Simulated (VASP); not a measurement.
ZrB:

```
Zr B
1.0
     0.00000    2.37060    2.37060
     2.37060    0.00000    2.37060
     2.37060    2.37060    0.00000
Zr B
1 1
Cartesian
  0.0000 0.0000 0.0000
  2.3706 2.3706 2.3706
```

Base run:

* Program: VASP 6.6.1
* Functional: PBE
* Potentials or basis: VASP PAW PBE potentials, release 64 (Zr_sv, B)
* Cutoff: 520 eV
* k mesh: 10 × 10 × 10
* Occupations: fermi-dirac, width 0.05 eV
* Spin: no spin polarisation

Its results: pressure 19.8 GPa.

Q: The run is repeated on the same cell with these changes: functional from PBE to PBE0; k mesh from 10 × 10 × 10 to 6 × 6 × 6. What comes out?

A: Pressure 18.4 GPa.

Several settings changed at once, so the effect can't be laid on one alone.

Caveats: some runs use coarse meshes; the PAW data sets were made with another functional, which shifts forces and pressure a little (some runs).
